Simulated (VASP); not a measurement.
# MgSnSb2 (P-4m2) in VASP: notebook, part 2 of 2

VASP 6.6.1. The steps go on from the part before.

### 5 Single point, PBE (36.83 Å³/atom)

This run uses another cell than the first one, of 36.83 Å³/atom.

INCAR

```
SYSTEM = MgSnSb2
ALGO = Normal
EDIFF = 1E-6
ENCUT = 520
GGA = PE
ISIF = 2
ISMEAR = -1
LASPH = .True.
LCHARG = .False.
LREAL = .False.
LWAVE = .False.
NBANDS = 21
NELM = 80
PREC = Accurate
SIGMA = 0.02
```

KPOINTS

```
k-points
0
Gamma
  4 4 4
  0 0 0
```

POSCAR

```
MgSnSb2
1.0
    4.7065638802      0.0000000000      0.0000000000
    0.0000000000      4.7065638802      0.0000000000
    0.0000000000      0.0000000000      6.6501671749
Mg Sb Sn
1 2 1
Direct
    0.0000000000      0.0000000000      0.0000000000
    0.0000000000      0.5000000000      0.2409840633
    0.5000000000      0.0000000000      0.7590159367
    0.5000000000      0.5000000000      0.5000000000
```

Potentials or basis: VASP PAW PBE potentials, release 64 (Mg, Sb, Sn_d).

Run with:

```console
> cat potpaw_PBE.64/Mg/POTCAR potpaw_PBE.64/Sb/POTCAR potpaw_PBE.64/Sn_d/POTCAR > POTCAR
> mpirun -np 1 vasp_std > vasp.out
```

OUTCAR:

```text
SYSTEM = MgSnSb2
   EDIFF = 1E-6
   ENCUT = 520
   GGA = PE
   ISIF = 2
   ISMEAR = -1
   LASPH = .True.
   LREAL = .False.
   NELM = 80
   PREC = Accurate

 ion  position               nearest neighbor table
   1  0.000  0.000  0.000-   2 2.85   3 2.85   2 2.85   3 2.85
   2  0.000  0.500  0.241-   1 2.85   1 2.85   4 2.92   4 2.92
   3  0.500  0.000  0.759-   1 2.85   1 2.85   4 2.92   4 2.92
   4  0.500  0.500  0.500-   2 2.92   3 2.92   3 2.92   2 2.92

  LATTYP: Found a simple tetragonal cell.
 ALAT       =     4.7065638802
 C/A-ratio  =     1.4129558940

  Lattice vectors:

 A1 = (   4.7065638802,   0.0000000000,   0.0000000000)
 A2 = (   0.0000000000,   4.7065638802,   0.0000000000)
 A3 = (   0.0000000000,   0.0000000000,   6.6501671749)

Analysis of symmetry for initial positions (statically):
=====================================================================
 Subroutine PRICEL returns:
 Original cell was already a primitive cell.

 Routine SETGRP: Setting up the symmetry group for a
 simple tetragonal supercell.

 Subroutine GETGRP returns: Found  8 space group operations
 (whereof  8 operations were pure point group operations)
 out of a pool of 16 trial point group operations.

The static configuration has the point symmetry D_2d.

Analysis of symmetry for dynamics (positions and initial velocities):
=====================================================================
 Subroutine PRICEL returns:
 Original cell was already a primitive cell.

 Routine SETGRP: Setting up the symmetry group for a
 simple tetragonal supercell.

 Subroutine GETGRP returns: Found  8 space group operations
 (whereof  8 operations were pure point group operations)
 out of a pool of 16 trial point group operations.

The dynamic configuration has the point symmetry D_2d.

 Subroutine INISYM returns: Found  8 space group operations
 (whereof  8 operations are pure point group operations),
 and found     1 'primitive' translations

[... 112 lines left out ...]
  volume/ion in A,a.u.               =      36.83       248.53
  Fermi-wavevector in a.u.,A,eV,Ry     =   0.918303  1.735340 11.473515  0.843280
  Thomas-Fermi vector in A             =   2.043369
   LORBIT       =      0    0 simple, 1 ext, 2 COOP (PROOUT), +10 PAW based schemes
   GGA     = PE    functional components
   LHFCALC =     F    Hartree Fock is set to
   AEXX    =    0.0000 exact exchange contribution
   IVDW    =     0    specifies the selected vdW correction
   LEPSILON=     F    determine dielectric tensor
   LRPA    =     F    only Hartree local field effects (RPA)
 non-spin polarized calculation
  energy-cutoff  :      520.00
  volume of cell :      147.31
 maximum number of plane-waves:      4012
 NGX is ok and might be reduce to    36
   NGX = 17   NGY = 17   NGZ = 25

 number of electron      25.9999997 magnetization

 Free energy of the ion-electron system (eV)
  ---------------------------------------------------
  ext. energy  EPLUGINS =         0.00000000
  ---------------------------------------------------
  free energy    TOTEN  =       -14.04595397 eV

  energy without entropy =      -14.04445732  energy(sigma->0) =      -14.04520564

 E-fermi :   3.2714     XC(G=0):  -8.0213

 val. band max:        3.2492945229   @ k =   0.2500   0.0000   0.0000
 cond. band min:       3.3768376679   @ k =   0.0000   0.0000   0.0000
 fundamental gap:      0.1275431450
 Fermi energy:         3.2713740410

 k-point     1 :       0.0000    0.0000    0.0000
  band No.  band energies     occupation
      1     -18.1138      2.00000
      2     -18.1138      2.00000
      3     -18.1103      2.00000
      4     -18.1011      2.00000
      5     -18.0795      2.00000
      6      -6.8244      2.00000
[... 421 lines left out ...]
     20       8.4130      0.00000
     21       8.8975      0.00000

------------------------ aborting loop because EDIFF is reached ----------------------------------------

  FORCE on cell =-STRESS in cart. coord.  units (eV):
  Direction    XX          YY          ZZ          XY          YZ          ZX
  --------------------------------------------------------------------------------------
  -------------------------------------------------------------------------------------
  Total       -0.6894578     -0.6894578     -0.9641622      0.0000000      0.0000000      0.0000000
  in kB       -7.4985583     -7.4985583    -10.4862500      0.0000000      0.0000000      0.0000000
  external PRESSURE =      -8.4944556 kB  Pullay stress =       0.0000000 kB

 VOLUME and BASIS-vectors are now :
 -----------------------------------------------------------------------------
  energy-cutoff  :      520.00
  volume of cell :      147.31
      direct lattice vectors                 reciprocal lattice vectors
     4.706563880  0.000000000  0.000000000     0.212469229  0.000000000  0.000000000
     0.000000000  4.706563880  0.000000000     0.000000000  0.212469229  0.000000000
     0.000000000  0.000000000  6.650167175     0.000000000  0.000000000  0.150372160

 POSITION                                       TOTAL-FORCE (eV/Angst)
 -----------------------------------------------------------------------------------
      0.00000      0.00000      0.00000         0.000000     -0.000000      0.000000
      0.00000      2.35328      1.60258         0.000000      0.000000      0.042898
      2.35328      0.00000      5.04758         0.000000     -0.000000     -0.042898
      2.35328      2.35328      3.32508        -0.000000     -0.000000      0.000000
 -----------------------------------------------------------------------------------
    total drift:                                0.000000      0.000000      0.000000

  FREE ENERGIE OF THE ION-ELECTRON SYSTEM (eV)
  ---------------------------------------------------
  free  energy   TOTEN  =       -14.0459539676 eV

  energy  without entropy=      -14.0444573212  energy(sigma->0) =      -14.04520564
```

stdout:

```text
POSCAR found type information on POSCAR MgSbSn
 POSCAR found :  3 types and       4 ions
 scaLAPACK will be used
 LDA part: xc-table for (Slater+PW92), standard interpolation
 POSCAR, INCAR and KPOINTS ok, starting setup
 FFT: planning ... GRIDC
 FFT: planning ... GRID_SOFT
 FFT: planning ... GRID
 WAVECAR not read
 entering main loop
```

Run time: 77 s. Hardware: 1 thread of Intel Xeon 8259CL, shared host; peak memory 0.28 GiB.

What came out:

* Free energy: -14.0460 eV
* Pressure: -0.8 GPa
* Largest force: 0.043 eV/Å
* Band gap on the k mesh: zero (bands 13 and 14 overlap by 0.20 eV)

Forces in eV/Å, atoms in the order of the input:
```
Mg   0.000  0.000  0.000
Sb   0.000  0.000  0.043
Sb   0.000  0.000 -0.043
Sn   0.000  0.000  0.000
```

Stress tensor (GPa, compression positive):
```
-0.75  0.00  0.00
 0.00 -0.75  0.00
 0.00  0.00 -1.05
```

Caveat: semilocal functionals underestimate gaps, and a narrow one can read as zero; spin-orbit coupling is left out, which moves the levels of the heavy elements.

### 6 Summary

```tsv
cell	gap on the mesh (eV)	pressure (GPa)	largest force (eV/Å)
a = 4.565, b = 4.565, c = 6.451 Å, 4 atoms	none	2.8	0.09
a = 4.613, b = 4.613, c = 6.518 Å, 4 atoms	none	1.4	0.04
a = 4.660, b = 4.660, c = 6.585 Å, 4 atoms	none	0.2	0.01
a = 4.707, b = 4.707, c = 6.650 Å, 4 atoms	none	-0.8	0.04
```

Alike in all rows: task single point; level PBE; potentials or basis VASP PAW PBE potentials, release 64 (Mg, Sb, Sn_d); no spin polarisation; k mesh 4 × 4 × 4; cutoff (eV) 520; smearing fermi-dirac 0.02 eV.

Caveats: semilocal functionals underestimate gaps, and a narrow one can read as zero; spin-orbit coupling is left out, which moves the levels of the heavy elements.

Total energies depend on the potentials used, so only differences within one code and one set of settings carry meaning.

The gap in the log of VASP goes by the Fermi energy; the results here count the filled bands.